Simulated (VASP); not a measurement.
# AlNi in VASP: notebook

AlNi is run at these levels: PBEsol; tasks: single point.

All numbers are computed with VASP 6.6.1; they aren't measurements. Logs are shortened: lines on timing, memory, paths and dates and some standing lists are left out, and cuts for length are marked.

### 1 The cell of the first run

The structure is cubic, space group Pm-3m (No. 221). Conventional cell: a = 3.111 Å, b = 3.111 Å, c = 3.111 Å, α = 90.00°, β = 90.00°, γ = 90.00°. Al (site symmetry m-3m) has 8 Ni at 2.69 Å and 6 Al at 3.11 Å within 3.6 Å. Ni (site symmetry m-3m) has 8 Al at 2.69 Å and 6 Ni at 3.11 Å within 3.6 Å.

### 2 Single point, PBEsol (strain +0.080 along x and y, +0.080 along z)

The input, INCAR:

```
PREC = Accurate ; ENCUT = 520
EDIFF = 1E-6 ; ISMEAR = 0
SIGMA = 0.15 ; LREAL = False
LASPH = True ; NELM = 60
ALGO = Normal ; ISIF = 2
LWAVE = False ; LCHARG = False
GGA = PS ; NBANDS = 14
```

The input, KPOINTS:

```
regular mesh
0
Gamma
  16 16 16
```

The input, POSCAR:

```
AlNi
1.0
    3.1114800000      0.0000000000      0.0000000000
    0.0000000000      3.1114800000      0.0000000000
    0.0000000000      0.0000000000      3.1114800000
Al Ni
1 1
Direct
    0.0000000000      0.0000000000      0.0000000000
    0.5000000000      0.5000000000      0.5000000000
```

Potentials or basis: VASP PAW PBE potentials, release 64 (Al, Ni).

Launch:

```
$ cat potpaw_PBE.64/Al/POTCAR potpaw_PBE.64/Ni/POTCAR > POTCAR
$ mpirun -np 1 vasp_std > vasp.out
```

OUTCAR:

```text
PREC = Accurate
   ENCUT = 520
   EDIFF = 1E-6
   ISMEAR = 0
   LREAL = False
   LASPH = True
   NELM = 60
   ISIF = 2
   GGA = PS

 ion  position               nearest neighbor table
   1  0.000  0.000  0.000-   2 2.69   2 2.69   2 2.69   2 2.69   2 2.69   2 2.69   2 2.69   2 2.69

   2  0.500  0.500  0.500-   1 2.69   1 2.69   1 2.69   1 2.69   1 2.69   1 2.69   1 2.69   1 2.69

  LATTYP: Found a simple cubic cell.
 ALAT       =     3.1114800000

  Lattice vectors:

 A1 = (   3.1114800000,   0.0000000000,   0.0000000000)
 A2 = (   0.0000000000,   3.1114800000,   0.0000000000)
 A3 = (   0.0000000000,   0.0000000000,   3.1114800000)

Analysis of symmetry for initial positions (statically):
=====================================================================
 Subroutine PRICEL returns:
 Original cell was already a primitive cell.

 Routine SETGRP: Setting up the symmetry group for a
 simple cubic supercell.

 Subroutine GETGRP returns: Found 48 space group operations
 (whereof 48 operations were pure point group operations)
 out of a pool of 48 trial point group operations.

The static configuration has the point symmetry O_h .

Analysis of symmetry for dynamics (positions and initial velocities):
=====================================================================
 Subroutine PRICEL returns:
 Original cell was already a primitive cell.

 Routine SETGRP: Setting up the symmetry group for a
 simple cubic supercell.

 Subroutine GETGRP returns: Found 48 space group operations
 (whereof 48 operations were pure point group operations)
 out of a pool of 48 trial point group operations.

The dynamic configuration has the point symmetry O_h .

 Subroutine INISYM returns: Found 48 space group operations
 (whereof 48 operations are pure point group operations),
 and found     1 'primitive' translations

----------------------------------------------------------------------------------------

                                     Primitive cell

  volume of cell :      30.1232

  direct lattice vectors                    reciprocal lattice vectors
     3.111480000  0.000000000  0.000000000     0.321390464  0.000000000  0.000000000
     0.000000000  3.111480000  0.000000000     0.000000000  0.321390464  0.000000000
     0.000000000  0.000000000  3.111480000     0.000000000  0.000000000  0.321390464

  length of vectors
     3.111480000  3.111480000  3.111480000     0.321390464  0.321390464  0.321390464

  position of ions in fractional coordinates (direct lattice)
     0.000000000  0.000000000  0.000000000
     0.500000000  0.500000000  0.500000000

  ion indices of the primitive-cell ions
   primitive index   ion index
                 1           1
                 2           2

----------------------------------------------------------------------------------------

 KPOINTS: regular mesh

Automatic generation of k-mesh.
 Grid dimensions read from file:
 generate k-points for:   16   16   16

 Generating k-lattice:

  Cartesian coordinates                     Fractional coordinates (reciprocal lattice)
     0.020086904  0.000000000  0.000000000     0.062500000  0.000000000  0.000000000
     0.000000000  0.020086904  0.000000000     0.000000000  0.062500000  0.000000000
     0.000000000  0.000000000  0.020086904     0.000000000  0.000000000  0.062500000

  Length of vectors
     0.020086904  0.020086904  0.020086904

  Shift w.r.t. Gamma in fractional coordinates (k-lattice)
     0.000000000  0.000000000  0.000000000

 Subroutine IBZKPT returns following result:
 ===========================================

 Found    165 irreducible k-points:

 Following reciprocal coordinates:
            Coordinates               Weight
  0.000000  0.000000  0.000000      1.000000
  0.062500  0.000000  0.000000      6.000000
  0.125000  0.000000  0.000000      6.000000
  0.187500  0.000000  0.000000      6.000000
  0.250000  0.000000  0.000000      6.000000
  0.312500  0.000000  0.000000      6.000000
[... 16 lines left out ...]
  0.437500  0.125000  0.000000     24.000000
  0.500000  0.125000  0.000000     12.000000
 [... further k-points ...]
   k-points           NKPTS =    165   k-points in BZ     NKDIM =    165   number of bands    NBANDS=     14
   number of dos      NEDOS =    301   number of ions     NIONS =      2
   total plane-waves  NPLWV =  13824
   dimension x,y,z NGX =    24 NGY =   24 NGZ =   24
   dimension x,y,z NGXF=    48 NGYF=   48 NGZF=   48
   ions per type =               1   1
   NGX,Y,Z   is equivalent  to a cutoff of  12.82, 12.82, 12.82 a.u.
   NGXF,Y,Z  is equivalent  to a cutoff of  25.65, 25.65, 25.65 a.u.
 SYSTEM =  unknown system
   PREC   = accura    normal or accurate (medium, high low for compatibility)
   ISTART =      0    job   : 0-new  1-cont  2-samecut
   ICHARG =      2    charge: 1-file 2-atom 10-const
   ISPIN  =      1    spin polarized calculation?
   LNONCOLLINEAR =      F non collinear calculations
   LSORBIT =      F    spin-orbit coupling
   LASPH  =      T    aspherical Exc in radial PAW
   ENCUT  =  520.0 eV  38.22 Ry    6.18 a.u.   5.79  5.79  5.79*2*pi/ulx,y,z
   NELM   =     60;   NELMIN=  2; NELMDL= -5     # of ELM steps
   EDIFF  = 0.1E-05   stopping-criterion for ELM
   LREAL  =      F    real-space projection
[... 7 lines left out ...]
   TEBEG  =    0.0;   TEEND  =   0.0 temperature during run
   PSTRESS=    0.0 pullay stress
   NELECT =      13.0000    total number of electrons
   NUPDOWN=      -1.0000    fix difference up-down
   EMIN   =  10.00;   EMAX   =-10.00  energy-range for DOS
   EFERMI =   0.00;   METHOD = LEGACY
   ISMEAR =     0;   SIGMA  =   0.15  broadening in eV -4-tet -1-fermi 0-gaus
   EFERMI_NEDOS =   21; number of points for ismear=-14 and -15
   IALGO  =     38    algorithm
   IMIX   =      4    mixing-type and parameters
     AMIX     =   0.40;   BMIX     =  1.00
     AMIX_MAG =   1.60;   BMIX_MAG =  1.00
  volume/ion in A,a.u.               =      15.06       101.64
  Fermi-wavevector in a.u.,A,eV,Ry     =   1.237150  2.337874 20.824254  1.530539
  Thomas-Fermi vector in A             =   2.371729
   LORBIT       =      0    0 simple, 1 ext, 2 COOP (PROOUT), +10 PAW based schemes
   GGA     = PS    functional components
   LHFCALC =     F    Hartree Fock is set to
   AEXX    =    0.0000 exact exchange contribution
   IVDW    =     0    specifies the selected vdW correction
   LEPSILON=     F    determine dielectric tensor
   LRPA    =     F    only Hartree local field effects (RPA)
 non-spin polarized calculation
 Gauss-broadening in eV      SIGMA  =   0.15
  energy-cutoff  :      520.00
  volume of cell :       30.12
 maximum number of plane-waves:       840
 NGX is ok and might be reduce to    24
   NGX = 11   NGY = 11   NGZ = 11

 number of electron      13.0000018 magnetization

 Free energy of the ion-electron system (eV)
  ---------------------------------------------------
  ext. energy  EPLUGINS =         0.00000000
  ---------------------------------------------------
  free energy    TOTEN  =       -10.94494946 eV

  energy without entropy =      -10.93420289  energy(sigma->0) =      -10.93957618

 E-fermi :   7.1699     XC(G=0): -11.0940

 val. band max:        7.1602238005   @ k =   0.3125   0.0625   0.0625
 cond. band min:       7.1751120721   @ k =   0.3750   0.3125   0.1250
 fundamental gap:      0.0148882716
 Fermi energy:         7.1699429701

 k-point     1 :       0.0000    0.0000    0.0000
  band No.  band energies     occupation
      1      -2.3989      2.00000
      2       4.8752      2.00000
      3       4.8752      2.00000
      4       6.0298      2.00000
      5       6.0298      2.00000
      6       6.0298      2.00000
      7      11.7768      0.00000
      8      11.7768      0.00000
      9      11.7768      0.00000
     10      14.6026      0.00000
     11      14.6026      0.00000
     12      17.1783      0.00000
     13      25.5429      0.00000
     14      25.5429      0.00000

 k-point     2 :       0.0625    0.0000    0.0000
  band No.  band energies     occupation
      1      -2.3377      2.00000
      2       4.8689      2.00000
      3       4.8869      2.00000
      4       6.0067      2.00000
      5       6.0067      2.00000
      6       6.0321      2.00000
      7      11.1164      0.00000
      8      11.8568      0.00000
      9      11.8568      0.00000
     10      14.6168      0.00000
     11      15.1385      0.00000
     12      17.4618      0.00000
     13      24.6719      0.00000
     14      24.6719      0.00000

 k-point     3 :       0.1250    0.0000    0.0000
  band No.  band energies     occupation
      1      -2.1548      2.00000
      2       4.8365      2.00000
      3       4.9207      2.00000
      4       5.9427      2.00000
      5       5.9427      2.00000
      6       6.0387      2.00000
      7       9.9045      0.00000
      8      12.0919      0.00000
      9      12.0919      0.00000
     10      14.6589      0.00000
     11      15.8584      0.00000
     12      18.4394      0.00000
     13      23.2754      0.00000
     14      23.2754      0.00000
[... 324 lines left out ...]
 k-point    23 :       0.4375    0.1250    0.0000
  band No.  band energies     occupation
      1       0.6821      2.00000
      2       2.4564      2.00000
      3       5.2178      2.00000
      4       5.4803      2.00000
      5       5.5504      2.00000
      6       6.0202      2.00000
      7       6.6826      2.00000
      8      12.7351      0.00000
      9      14.5840      0.00000
     10      15.3577      0.00000
     11      16.8425      0.00000
     12      17.2582      0.00000
     13      19.8455      0.00000
     14      20.7878      0.00000

 k-point    24 :       0.5000    0.1250    0.0000
  band No.  band energies     occupation
      1       1.2685      2.00000
      2       1.8182      2.00000
      3       5.2400      2.00000
      4       5.4609      2.00000
      5       5.5338      2.00000
      6       6.0230      2.00000
      7       6.6404      2.00000
      8      13.1911      0.00000
      9      14.0863      0.00000
     10      16.0937      0.00000
     11      16.4344      0.00000
     12      16.8579      0.00000
     13      20.1383      0.00000
     14      20.4675      0.00000

 [... further k-points ...]

------------------------ aborting loop because EDIFF is reached ----------------------------------------

  FORCE on cell =-STRESS in cart. coord.  units (eV):
  Direction    XX          YY          ZZ          XY          YZ          ZX
  --------------------------------------------------------------------------------------
  -------------------------------------------------------------------------------------
  Total       -4.6692536     -4.6692536     -4.6692536      0.0000000      0.0000000     -0.0000000
  in kB     -248.3459067   -248.3459067   -248.3459067      0.0000000      0.0000000     -0.0000000
  external PRESSURE =    -248.3459067 kB  Pullay stress =       0.0000000 kB

 VOLUME and BASIS-vectors are now :
 -----------------------------------------------------------------------------
  energy-cutoff  :      520.00
  volume of cell :       30.12
      direct lattice vectors                 reciprocal lattice vectors
     3.111480000  0.000000000  0.000000000     0.321390464  0.000000000  0.000000000
     0.000000000  3.111480000  0.000000000     0.000000000  0.321390464  0.000000000
     0.000000000  0.000000000  3.111480000     0.000000000  0.000000000  0.321390464

 POSITION                                       TOTAL-FORCE (eV/Angst)
 -----------------------------------------------------------------------------------
      0.00000      0.00000      0.00000         0.000000      0.000000      0.000000
      1.55574      1.55574      1.55574         0.000000      0.000000      0.000000
 -----------------------------------------------------------------------------------
    total drift:                                0.000000      0.000000     -0.000000

  FREE ENERGIE OF THE ION-ELECTRON SYSTEM (eV)
  ---------------------------------------------------
  free  energy   TOTEN  =       -10.9449494617 eV

  energy  without entropy=      -10.9342028905  energy(sigma->0) =      -10.93957618
```

Run time: 64 s. Hardware: 1 thread of Intel Xeon 8259CL, shared host; peak memory 0.19 GiB.

What came out:

```
Free energy            : -10.9449 eV
Pressure               : -24.8 GPa
Band gap on the k mesh : zero (an odd number of electrons rules out a gap without spin polarisation)
```

Caveat: the cell differs from its parent crystal (strain +0.080 along x and y, +0.080 along z); the cell stands under tension; the PAW data sets were made with another functional, which shifts forces and pressure a little.

### 3 Single point, PBEsol (strain +0.080 along x and y, +0.000 along z)

The input, INCAR:

```
PREC     = Accurate       # precision mode
ENCUT    = 520            # plane-wave cutoff, eV
EDIFF    = 1E-7           # SCF threshold, eV
ISMEAR   = 0              # smearing method
SIGMA    = 0.15           # smearing width, eV
LREAL    = F              # projectors in reciprocal space
LASPH    = T              # aspherical terms in the spheres
NELM     = 100            # most SCF steps
ALGO     = Fast           # electronic algorithm
ISIF     = 2              # what is computed and relaxed
LWAVE    = F              # write WAVECAR
LCHARG   = F              # write CHGCAR
GGA      = PS             # functional
NBANDS   = 14             # bands
```

The input, KPOINTS:

```
Automatic mesh
0
Gamma
  16 16 16
```

POSCAR, as its differences from that of step 2:

```diff
@@ -4,3 +4,3 @@
     0.0000000000      3.1114800000      0.0000000000
-    0.0000000000      0.0000000000      3.1114800000
+    0.0000000000      0.0000000000      2.8810000000
 Al Ni
```

Potentials or basis: VASP PAW PBE potentials, release 64 (Al, Ni).

Launch:

```
$ cat potpaw_PBE.64/Al/POTCAR potpaw_PBE.64/Ni/POTCAR > POTCAR
$ mpirun -np 1 vasp_std > vasp.out
```

It took 3.1 min on 1 thread of Intel Xeon 8259CL, shared host; peak memory 0.27 GiB.

Results (log left out):

```
Free energy            : -11.2442 eV
Pressure               : -20.0 GPa
Band gap on the k mesh : zero (an odd number of electrons rules out a gap without spin polarisation)
```

Stress tensor (GPa, compression positive):
```
-21.49   0.00   0.00
  0.00 -21.49   0.00
  0.00   0.00 -17.11
```

Levels at points of the mesh, in eV from the Fermi level:
| k point | band 3 | band 4 | band 5 | band 6 | band 7 | band 8 | band 9 | band 10 | band 11 | band 12 |
| --- | --- | --- | --- | --- | --- | --- | --- | --- | --- | --- |
| (0.00, 0.00, 0.00) | -2.59 | -1.38 | -1.20 | -1.20 | 4.08 | 4.08 | 6.60 | 7.34 | 7.56 | 11.57 |
| (0.50, 0.00, 0.00) | -2.27 | -1.97 | -1.61 | -1.14 | -0.72 | 7.86 | 8.38 | 8.59 | 10.67 | 10.81 |
| (0.50, 0.50, 0.00) | -2.75 | -2.75 | -1.51 | -1.51 | -0.93 | 0.77 | 1.44 | 11.85 | 14.54 | 15.05 |
| (0.00, 0.00, 0.50) | -2.13 | -1.96 | -1.96 | -1.28 | -0.27 | 8.13 | 8.71 | 8.71 | 9.29 | 9.29 |
| (0.50, 0.00, 0.50) | -2.50 | -2.12 | -1.80 | -1.73 | -0.83 | 1.47 | 1.98 | 10.19 | 13.12 | 13.30 |
| (0.50, 0.50, 0.50) | -3.38 | -0.89 | -0.76 | 2.09 | 2.09 | 2.18 | 2.48 | 3.34 | 4.09 | 4.09 |

Caveat: the cell differs from its parent crystal (strain +0.080 along x and y, +0.000 along z); the cell stands under tension; the PAW data sets were made with another functional, which shifts forces and pressure a little. Spin polarisation is off, so any magnetic state and its effect on volume and gap are missing.

### 4 Single point, PBEsol (strain +0.040 along x and y, +0.080 along z)

The input, INCAR:

```
SYSTEM = AlNi
  PREC = Accurate
  ENCUT = 520
  EDIFF = 1E-6
  ISMEAR = 0
  SIGMA = 0.15
  LREAL = .False.
  LASPH = .True.
  NELM = 100
  ALGO = Fast
  ISIF = 2
  LWAVE = .False.
  LCHARG = .True.
  GGA = PS
  LELF = .True.
  LVHAR = .True.
  NBANDS = 14
```

The input, KPOINTS:

```
Automatic mesh
0
Gamma
  16 16 16
  0 0 0
```

The input, POSCAR:

```
AlNi
1.0
    2.9962400000      0.0000000000      0.0000000000
    0.0000000000      2.9962400000      0.0000000000
    0.0000000000      0.0000000000      3.1114800000
Al Ni
1 1
Direct
    0.0000000000      0.0000000000      0.0000000000
    0.5000000000      0.5000000000      0.5000000000
```

Potentials or basis: VASP PAW PBE potentials, release 64 (Al, Ni).

Launch:

```
$ cat potpaw_PBE.64/Al/POTCAR potpaw_PBE.64/Ni/POTCAR > POTCAR
$ mpirun -np 1 vasp_std > vasp.out
```

OUTCAR:

```text
SYSTEM = AlNi
   PREC = Accurate
   ENCUT = 520
   EDIFF = 1E-6
   ISMEAR = 0
   LREAL = .False.
   LASPH = .True.
   NELM = 100
   ISIF = 2
   GGA = PS

 ion  position               nearest neighbor table
   1  0.000  0.000  0.000-   2 2.63   2 2.63   2 2.63   2 2.63   2 2.63   2 2.63   2 2.63   2 2.63

   2  0.500  0.500  0.500-   1 2.63   1 2.63   1 2.63   1 2.63   1 2.63   1 2.63   1 2.63   1 2.63

  LATTYP: Found a simple tetragonal cell.
 ALAT       =     2.9962400000
 C/A-ratio  =     1.0384615385

  Lattice vectors:

[... 598 lines left out ...]

  FORCE on cell =-STRESS in cart. coord.  units (eV):
  Direction    XX          YY          ZZ          XY          YZ          ZX
  --------------------------------------------------------------------------------------
  -------------------------------------------------------------------------------------
  Total       -3.4750939     -3.4750939     -3.7447794      0.0000000      0.0000000      0.0000000
  in kB     -199.3227711   -199.3227711   -214.7912646      0.0000000      0.0000000      0.0000000
  external PRESSURE =    -204.4789356 kB  Pullay stress =       0.0000000 kB

 VOLUME and BASIS-vectors are now :
 -----------------------------------------------------------------------------
  energy-cutoff  :      520.00
  volume of cell :       27.93
      direct lattice vectors                 reciprocal lattice vectors
     2.996240000  0.000000000  0.000000000     0.333751635  0.000000000  0.000000000
     0.000000000  2.996240000  0.000000000     0.000000000  0.333751635  0.000000000
     0.000000000  0.000000000  3.111480000     0.000000000  0.000000000  0.321390464

 POSITION                                       TOTAL-FORCE (eV/Angst)
 -----------------------------------------------------------------------------------
      0.00000      0.00000      0.00000         0.000000      0.000000      0.000000
      1.49812      1.49812      1.55574         0.000000      0.000000      0.000000
 -----------------------------------------------------------------------------------
    total drift:                                0.000000      0.000000     -0.000000

  FREE ENERGIE OF THE ION-ELECTRON SYSTEM (eV)
  ---------------------------------------------------
  free  energy   TOTEN  =       -11.2540376499 eV

  energy  without entropy=      -11.2437692064  energy(sigma->0) =      -11.24890343
```

Wall time 2 min (1 thread of Intel Xeon 8259CL, shared host); peak memory 0.27 GiB.

What came out:

| Property | Result |
| --- | --- |
| Free energy | -11.2540 eV |
| Pressure | -20.4 GPa |
| Band gap on the k mesh | zero (an odd number of electrons rules out a gap without spin polarisation) |

Levels at points of the mesh, in eV from the Fermi level:
| k point | band 4 | band 5 | band 6 | band 7 | band 8 | band 9 | band 10 | band 11 |
| --- | --- | --- | --- | --- | --- | --- | --- | --- |
| (0.00, 0.00, 0.00) | -1.28 | -1.28 | -1.20 | 4.10 | 5.28 | 5.28 | 7.42 | 7.80 |
| (0.50, 0.00, 0.00) | -1.95 | -1.77 | -1.21 | -0.49 | 8.03 | 8.55 | 8.94 | 9.69 |
| (0.50, 0.50, 0.00) | -2.32 | -1.76 | -1.76 | -0.79 | 1.41 | 1.98 | 10.16 | 13.40 |
| (0.00, 0.00, 0.50) | -1.78 | -1.78 | -1.15 | -0.71 | 8.08 | 9.54 | 9.54 | 9.56 |
| (0.50, 0.00, 0.50) | -2.44 | -1.64 | -1.62 | -0.87 | 1.11 | 1.71 | 10.93 | 14.03 |
| (0.50, 0.50, 0.50) | -0.85 | -0.77 | 2.07 | 2.12 | 2.12 | 2.45 | 3.72 | 3.72 |

Caveat: the cell differs from its parent crystal (strain +0.040 along x and y, +0.080 along z); the cell stands under tension; the PAW data sets were made with another functional, which shifts forces and pressure a little. Spin polarisation is off, so any magnetic state and its effect on volume and gap are missing.

(Part 1 of 2 ends here.)
